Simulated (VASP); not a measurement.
# C (P6_3/mmc) in VASP: notebook

C is run at these levels: PBE; tasks: relaxation of cell and atoms.

Everything below comes from runs of VASP 6.6.1. Logs are shortened: lines on timing, memory, paths and dates and some standing lists are left out, and cuts for length are marked.

### Step 1. The cell of the first run

The structure is hexagonal, space group P6_3/mmc (No. 194). Conventional cell: a = 2.218 Å, b = 2.218 Å, c = 5.988 Å, α = 90.00°, β = 90.00°, γ = 120.00°. Within 1.7 Å of C (site symmetry -6m2) lie 3 C at 1.28 Å. C (site symmetry -6m2) has 3 C at 1.28 Å within 1.7 Å.

### Step 2. Relaxation of cell and atoms, PBE, target pressure 96 GPa, at which the enthalpy is minimised

INCAR

```
SYSTEM = C
ALGO     = Normal         ! electronic algorithm
EDIFF    = 1E-6           ! SCF threshold, eV
EDIFFG   = -0.005         ! ionic threshold
ENCUT    = 600            ! plane-wave cutoff, eV
GGA      = PE             ! functional
IBRION   = 2              ! ionic algorithm
ISIF     = 3              ! what is computed and relaxed
ISMEAR   = -1             ! smearing method
LASPH    = .True.         ! aspherical terms in the spheres
LCHARG   = .False.        ! write CHGCAR
LREAL    = .False.        ! projectors in reciprocal space
LWAVE    = .False.        ! write WAVECAR
NELM     = 80             ! most SCF steps
NSW      = 60             ! ionic steps
PREC     = Accurate       ! precision mode
PSTRESS  = 960.0        
SIGMA    = 0.1            ! smearing width, eV
```

KPOINTS

```
k-points
0
Gamma
  16 16 5
  0 0 0
```

POSCAR

```
C
1.0
    2.2178444870      0.0000000000      0.0000000000
   -1.1089222435      1.9207096674      0.0000000000
    0.0000000000      0.0000000000      5.9881801148
C
4
Direct
    0.0000000000      0.0000000000      0.2500000000
    0.0000000000      0.0000000000      0.7500000000
    0.3333333333      0.6666666667      0.2500000000
    0.6666666667      0.3333333333      0.7500000000
```

Potentials or basis: VASP PAW PBE potentials, release 64 (C).

The run is started by

```bash
$ cat potpaw_PBE.64/C/POTCAR > POTCAR
$ mpirun -np 1 vasp_std > vasp.out
```

OUTCAR:

```text
SYSTEM = C
   EDIFF = 1E-6
   EDIFFG = -0.005
   ENCUT = 600
   GGA = PE
   IBRION = 2
   ISIF = 3
   ISMEAR = -1
   LASPH = .True.
   LREAL = .False.
   NELM = 80
   NSW = 60
   PREC = Accurate
   PSTRESS = 960.0

 ion  position               nearest neighbor table
   1  0.000  0.000  0.250-   3 1.28   3 1.28   3 1.28
   2  0.000  0.000  0.750-   4 1.28   4 1.28   4 1.28
   3  0.333  0.667  0.250-   1 1.28   1 1.28   1 1.28
   4  0.667  0.333  0.750-   2 1.28   2 1.28   2 1.28

  LATTYP: Found a hexagonal cell.
 ALAT       =     2.2178444870
 C/A-ratio  =     2.7000000000

  Lattice vectors:

 A1 = (   2.2178444870,   0.0000000000,   0.0000000000)
 A2 = (  -1.1089222435,   1.9207096674,   0.0000000000)
 A3 = (   0.0000000000,   0.0000000000,   5.9881801148)

Analysis of symmetry for initial positions (statically):
=====================================================================
 Subroutine PRICEL returns:
 Original cell was already a primitive cell.

 Routine SETGRP: Setting up the symmetry group for a
 hexagonal supercell.

 Subroutine GETGRP returns: Found 24 space group operations
 (whereof 12 operations were pure point group operations)
 out of a pool of 24 trial point group operations.

The static configuration has the point symmetry D_3d.
 The point group associated with its full space group is D_6h.

Analysis of symmetry for dynamics (positions and initial velocities):
=====================================================================
 Subroutine PRICEL returns:
 Original cell was already a primitive cell.

 Routine SETGRP: Setting up the symmetry group for a
 hexagonal supercell.

 Subroutine GETGRP returns: Found 24 space group operations
 (whereof 12 operations were pure point group operations)
 out of a pool of 24 trial point group operations.

The dynamic configuration has the point symmetry D_3d.
 The point group associated with its full space group is D_6h.

 Subroutine INISYM returns: Found 24 space group operations
 (whereof 12 operations are pure point group operations),
 and found     1 'primitive' translations

----------------------------------------------------------------------------------------

                                     Primitive cell

  volume of cell :      25.5087

  direct lattice vectors                    reciprocal lattice vectors
     2.217844487  0.000000000  0.000000000     0.450888241  0.260320447  0.000000000
    -1.108922243  1.920709667  0.000000000     0.000000000  0.520640895  0.000000000
     0.000000000  0.000000000  5.988180115     0.000000000  0.000000000  0.166995645

  length of vectors
     2.217844487  2.217844487  5.988180115     0.520640895  0.520640895  0.166995645

  position of ions in fractional coordinates (direct lattice)
     0.000000000  0.000000000  0.250000000
     0.000000000  0.000000000  0.750000000
     0.333333333  0.666666667  0.250000000
     0.666666667  0.333333333  0.750000000

  ion indices of the primitive-cell ions
   primitive index   ion index
                 1           1
                 2           2
                 3           3
                 4           4

----------------------------------------------------------------------------------------

 KPOINTS: k-points

Automatic generation of k-mesh.
 Grid dimensions read from file:
 generate k-points for:   16   16    5

 Generating k-lattice:

  Cartesian coordinates                     Fractional coordinates (reciprocal lattice)
     0.028180515  0.016270028  0.000000000     0.062500000  0.000000000  0.000000000
     0.000000000  0.032540056  0.000000000     0.000000000  0.062500000  0.000000000
     0.000000000  0.000000000  0.033399129     0.000000000  0.000000000  0.200000000

  Length of vectors
     0.032540056  0.032540056  0.033399129

  Shift w.r.t. Gamma in fractional coordinates (k-lattice)
     0.000000000  0.000000000  0.000000000

 Subroutine IBZKPT returns following result:
 ===========================================

 Found     90 irreducible k-points:

 Following reciprocal coordinates:
            Coordinates               Weight
  0.000000  0.000000  0.000000      1.000000
  0.062500  0.000000  0.000000      6.000000
  0.125000  0.000000  0.000000      6.000000
  0.187500  0.000000  0.000000      6.000000
  0.250000  0.000000  0.000000      6.000000
  0.312500  0.000000  0.000000      6.000000
[... 16 lines left out ...]
  0.187500  0.187500  0.000000      6.000000
  0.250000  0.187500  0.000000     12.000000
 [... further k-points ...]
   k-points           NKPTS =     90   k-points in BZ     NKDIM =     90   number of bands    NBANDS=     12
   number of dos      NEDOS =    301   number of ions     NIONS =      4
   total plane-waves  NPLWV =  15552
   dimension x,y,z NGX =    18 NGY =   18 NGZ =   48
   dimension x,y,z NGXF=    36 NGYF=   36 NGZF=   96
   ions per type =               4
   NGX,Y,Z   is equivalent  to a cutoff of  13.49, 13.49, 13.33 a.u.
   NGXF,Y,Z  is equivalent  to a cutoff of  26.99, 26.99, 26.65 a.u.
 SYSTEM =  C
   PREC   = accura    normal or accurate (medium, high low for compatibility)
   ISTART =      0    job   : 0-new  1-cont  2-samecut
   ICHARG =      2    charge: 1-file 2-atom 10-const
   ISPIN  =      1    spin polarized calculation?
   LNONCOLLINEAR =      F non collinear calculations
   LSORBIT =      F    spin-orbit coupling
   LASPH  =      T    aspherical Exc in radial PAW
   ENCUT  =  600.0 eV  44.10 Ry    6.64 a.u.   4.43  4.43 11.96*2*pi/ulx,y,z
   NELM   =     80;   NELMIN=  2; NELMDL= -5     # of ELM steps
   EDIFF  = 0.1E-05   stopping-criterion for ELM
   LREAL  =      F    real-space projection
   EDIFFG = -.5E-02   stopping-criterion for IOM
   NSW    =     60    number of steps for IOM
   IBRION =      2    ionic relax: 0-MD 1-quasi-New 2-CG
   NFREE  =      1    steps in history (QN), initial steepest desc. (CG)
   ISIF   =      3    stress and relaxation
   ISYM   =      2    0-nonsym 1-usesym 2-fastsym
   POTIM  = 0.5000    time-step for ionic-motion
   TEBEG  =    0.0;   TEEND  =   0.0 temperature during run
   PSTRESS=  960.0 pullay stress
   NELECT =      16.0000    total number of electrons
   NUPDOWN=      -1.0000    fix difference up-down
   EMIN   =  10.00;   EMAX   =-10.00  energy-range for DOS
   EFERMI =   0.00;   METHOD = LEGACY
   ISMEAR =    -1;   SIGMA  =   0.10  broadening in eV -4-tet -1-fermi 0-gaus
   EFERMI_NEDOS =   21; number of points for ismear=-14 and -15
   IALGO  =     38    algorithm
   IMIX   =      4    mixing-type and parameters
     AMIX     =   0.40;   BMIX     =  1.00
     AMIX_MAG =   1.60;   BMIX_MAG =  1.00
  volume/ion in A,a.u.               =       6.38        43.04
  Fermi-wavevector in a.u.,A,eV,Ry     =   1.401368  2.648202 26.719569  1.963833
  Thomas-Fermi vector in A             =   2.524236
   LORBIT       =      0    0 simple, 1 ext, 2 COOP (PROOUT), +10 PAW based schemes
   GGA     = PE    functional components
   LHFCALC =     F    Hartree Fock is set to
   AEXX    =    0.0000 exact exchange contribution
   IVDW    =     0    specifies the selected vdW correction
   LEPSILON=     F    determine dielectric tensor
   LRPA    =     F    only Hartree local field effects (RPA)
 conjugate gradient relaxation of ions
 non-spin polarized calculation
  energy-cutoff  :      600.00
  volume of cell :       25.51
 maximum number of plane-waves:       881
 NGX is ok and might be reduce to    18

--------------------------------------- Ionic step        1  -------------------------------------------

 number of electron      16.0000005 magnetization

 Free energy of the ion-electron system (eV)
  ---------------------------------------------------
  ext. energy  EPLUGINS =         0.00000000
  ---------------------------------------------------
  free energy    TOTEN  =       -33.08010387 eV

  energy without entropy =      -33.07903963  energy(sigma->0) =      -33.07957175

------------------------ aborting loop because EDIFF is reached ----------------------------------------

  FORCE on cell =-STRESS in cart. coord.  units (eV):
  Direction    XX          YY          ZZ          XY          YZ          ZX
  --------------------------------------------------------------------------------------
  -------------------------------------------------------------------------------------
  Total       36.5321013     36.5321013      1.8948453      0.0000000      0.0000000      0.0000000
  in kB     2294.5502239   2294.5502240    119.0136215      0.0000000      0.0000000      0.0000000
  external PRESSURE =     609.3713565 kB  Pullay stress =     960.0000000 kB
[... 103 lines left out ...]
  energy  without entropy=      -36.3143839675  energy(sigma->0) =      -36.31626594

  enthalpy is  TOTEN    =       -19.3414573812 eV   P V=       16.9766905311

[... ionic steps 4 to 12 ...]

--------------------------------------- Ionic step       13  -------------------------------------------

 number of electron      16.0000004 magnetization

------------------------ aborting loop because EDIFF is reached ----------------------------------------
[... 75 lines left out ...]
--------------------------------------- Ionic step       15  -------------------------------------------

 number of electron      16.0000004 magnetization

 Free energy of the ion-electron system (eV)
  ---------------------------------------------------
  ext. energy  EPLUGINS =         0.00000000
  ---------------------------------------------------
  free energy    TOTEN  =       -34.39765345 eV

  energy without entropy =      -34.39254091  energy(sigma->0) =      -34.39509718

 E-fermi :   9.6001     XC(G=0): -13.1631

 val. band max:        9.5903542186   @ k =   0.3125   0.3125   0.4000
 cond. band min:       9.7930488681   @ k =   0.2500   0.2500   0.0000
 fundamental gap:      0.2026946496
 Fermi energy:         9.6001387320

 k-point     1 :       0.0000    0.0000    0.0000
  band No.  band energies     occupation
      1     -12.4545      2.00000
      2      -9.5762      2.00000
      3      -2.3774      2.00000
      4       6.3892      2.00000
      5       6.5449      2.00000
      6       6.5449      2.00000
      7       6.9161      2.00000
      8       6.9161      2.00000
      9      18.5763      0.00000
     10      18.5763      0.00000
     11      19.2281      0.00000
     12      20.2669      0.00000
[... 331 lines left out ...]
 k-point    24 :       0.2500    0.1875    0.0000
  band No.  band energies     occupation
      1      -8.6318      2.00000
      2      -6.1653      2.00000
      3      -1.1300      2.00000
      4      -0.0223      2.00000
      5       0.9866      2.00000
      6       1.8239      2.00000
      7       2.2210      2.00000
      8       9.3467      1.85306
      9      12.2647      0.00000
     10      15.6650      0.00000
     11      20.5176      0.00000
     12      22.2818      0.00000

 [... further k-points ...]

------------------------ aborting loop because EDIFF is reached ----------------------------------------

  FORCE on cell =-STRESS in cart. coord.  units (eV):
  Direction    XX          YY          ZZ          XY          YZ          ZX
  --------------------------------------------------------------------------------------
  -------------------------------------------------------------------------------------
  Total       13.3998052     13.3998052     13.3793115      0.0000000     -0.0000000      0.0000000
  in kB      960.9867200    960.9867200    959.5169873      0.0000000     -0.0000000      0.0000000
  external PRESSURE =       0.4968091 kB  Pullay stress =     960.0000000 kB
[... 23 lines left out ...]
  energy  without entropy=      -34.3925409137  energy(sigma->0) =      -34.39509718

  enthalpy is  TOTEN    =       -21.0116068810 eV   P V=       13.3860465737

 reached required accuracy - stopping structural energy minimisation
```

Wall time 3.5 min (1 thread of Intel Xeon 8259CL, shared host); peak memory 0.16 GiB.

What came out:

* Free energy: -34.3977 eV
* Relaxed volume: 5.59 Å³/atom
* Relaxed cell: a = 2.355 Å, b = 2.355 Å, c = 4.650 Å, α = 90.00°, β = 90.00°, γ = 120.00°
* Space group after relaxing (to 0.1 Å): P6_3/mmc (No. 194)
* Energy change on relaxing (the run minimises the enthalpy): -329.4 meV/atom
* Ionic steps: 15
* Pressure after relaxing: 96.0 GPa
* Band gap on the k mesh: zero (bands 8 and 9 overlap by 0.44 eV)

Stress tensor (GPa, compression positive):
```
96.10  0.00  0.00
 0.00 96.10  0.00
 0.00  0.00 95.95
```

Step by step:
```csv
step,energy change (eV),largest force (eV/Å),pressure (GPa),volume (Å³)
1,0.0000,0.0000,156.94,25.51
2,0.6159,0.0000,-64.98,33.76
3,-3.2380,0.0000,35.58,28.33
4,-3.0238,0.0000,50.88,27.88
5,-1.7551,0.0000,77.23,23.14
6,-1.5361,0.0000,81.34,22.75
7,-1.4746,0.0000,82.53,22.64
8,-0.6120,0.0000,137.45,21.47
9,-1.3093,0.0000,95.93,22.33
10,-1.3044,0.0000,96.30,22.32
11,-1.3005,0.0000,96.60,22.31
12,-1.3306,0.0000,95.23,22.36
13,-1.3151,0.0000,95.94,22.34
14,-1.3180,0.0000,96.10,22.34
15,-1.3175,0.0000,96.05,22.34
```

Final structure:
```xyz
4
Lattice="2.3554 0.0000 0.0000 -1.1777 2.0398 0.0000 0.0000 0.0000 4.6500" Properties=species:S:1:pos:R:3 pbc="T T T"
C     0.0000    0.0000    1.1625
C     0.0000    0.0000    3.4875
C     0.0000    1.3599    1.1625
C     1.1777    0.6799    3.4875
```

Caveat: the cell is relaxed towards a set pressure, so the run minimises the enthalpy, not the energy; a cell axis changed by over 15 % at a fixed basis, so the end point is rough; this functional lacks dispersion, which binds the layers, so the pressure and a relaxed spacing across them are unreliable.

### Step 3. Relaxation of cell and atoms, PBE, target pressure 96 GPa, at which the enthalpy is minimised

This run uses another cell than the first one: it holds 2 atoms, not 4.

INCAR

```
PREC     = Accurate       # precision mode
ENCUT    = 600            # plane-wave cutoff, eV
EDIFF    = 1E-6           # SCF threshold, eV
ISMEAR   = -1             # smearing method
SIGMA    = 0.1            # smearing width, eV
LREAL    = F              # projectors in reciprocal space
LASPH    = T              # aspherical terms in the spheres
NELM     = 80             # most SCF steps
ALGO     = Normal         # electronic algorithm
ISIF     = 3              # what is computed and relaxed
LWAVE    = F              # write WAVECAR
LCHARG   = F              # write CHGCAR
GGA      = PE             # functional
IBRION   = 2              # ionic algorithm
NSW      = 32             # ionic steps
EDIFFG   = -0.005         # ionic threshold
PSTRESS  = 960.0
```

KPOINTS

```
regular mesh
0
Gamma
  23 23 13
```

POSCAR

```
C
1.0
    1.6113866869      0.0000000000      0.0000000000
   -0.8056933435      1.3955018062      0.0000000000
    0.0000000000      0.0000000000      4.5542670609
C
2
Direct
    0.3333333333      0.6666666667      0.2500000000
    0.6666666667      0.3333333333      0.7500000000
```

Potentials or basis: VASP PAW PBE potentials, release 64 (C).

The run is started by

```bash
$ cat potpaw_PBE.64/C/POTCAR > POTCAR
$ mpirun -np 1 vasp_std > vasp.out
```

Run time: 46 s. Hardware: 1 thread of Intel Xeon 8259CL, shared host; peak memory 0.14 GiB.

Results (log left out):

```
Free energy                                                : -9.4162 eV
Relaxed volume                                             : 5.12 Å³/atom
Relaxed cell                                               : a = 1.611 Å, b = 1.611 Å, c = 4.553 Å, α = 90.00°, β = 90.00°, γ = 120.00°
Space group after relaxing (to 0.1 Å)                      : P6_3/mmc (No. 194)
Energy change on relaxing (the run minimises the enthalpy) : +3.2 meV/atom
Ionic steps                                                : 3
Pressure after relaxing                                    : 96.0 GPa
Band gap on the k mesh                                     : zero (bands 4 and 5 overlap by 4.48 eV)
```

Stress tensor (GPa, compression positive):
```
96.02  0.00  0.00
 0.00 96.02  0.00
 0.00  0.00 95.88
```

Step by step:
```tsv
step	energy change (eV)	largest force (eV/Å)	pressure (GPa)	volume (Å³)
1	0.0000	0.0000	95.33	10.24
2	0.0191	0.0000	97.27	10.21
3	0.0064	0.0000	95.97	10.23
```

Final structure:
```xyz
2
Lattice="1.6107 0.0000 0.0000 -0.8053 1.3949 0.0000 0.0000 0.0000 4.5535" Properties=species:S:1:pos:R:3 pbc="T T T"
C     0.0000    0.9299    1.1384
C     0.8053    0.4650    3.4151
```

Levels at points of the mesh, in eV from the Fermi level:
| k point | band 1 | band 2 | band 3 | band 4 | band 5 | band 6 | band 7 | band 8 |
| --- | --- | --- | --- | --- | --- | --- | --- | --- |
| (0.00, 0.00, 0.00) | -25.56 | -22.58 | -14.61 | -4.86 | 8.68 | 19.41 | 19.41 | 19.57 |

Caveat: the cell is relaxed towards a set pressure, so the run minimises the enthalpy, not the energy.
